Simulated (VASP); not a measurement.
Runs of VASP 6.6.1 on InAs. The structure is that of space group F-43m (No. 216), or close to it. The cells are those of the table. 

| task | level | cell | k mesh | cutoff (eV) | grid for exact exchange (PRECFOCK) | share of exact exchange | screening parameter | gap on the mesh (eV) | pressure (GPa) |
| --- | --- | --- | --- | --- | --- | --- | --- | --- | --- |
| single point | r2SCAN50 | a = 4.181 Å, angles 60.0°, 2 atoms | 4 × 4 × 4 | 520 | Normal | 0.5 | - | (a) | (b) |
| single point | HSE06 | a = 4.268 Å, angles 60.0°, 2 atoms | 4 × 4 × 4 | 520 | Normal | 0.25 | 0.2079 1/Å | 0.61 | 2.2 |
| relaxation of cell and atoms | PBEsol | relaxed from a = 4.268 Å, angles 60.0°, 2 atoms | 8 × 8 × 8 | 600 | - | - | - | none | 0.0 |
| single point | r2SCAN0 | a = 4.239 Å, angles 60.0°, 2 atoms | 4 × 4 × 4 | 520 | Normal | 0.25 | - | 1.68 | 2.2 |

Alike in all rows: potentials or basis VASP PAW PBE potentials, release 64 (In_d, As); no spin polarisation.

Task: Estimate the missing entries.

Result: (a) 3.35; (b) 4.3.

Caveats: some runs use coarse meshes; the PAW data sets were made with another functional, which shifts forces and pressure a little; spin-orbit coupling is left out, which moves the levels of the heavy elements; semilocal functionals underestimate gaps, so a narrow gap can read as zero (at least some runs).

A k mesh can miss the band edges, and the runs leave out spin-orbit coupling on As, In.

A gap of «none» marks levels without a gap at the run's occupations.
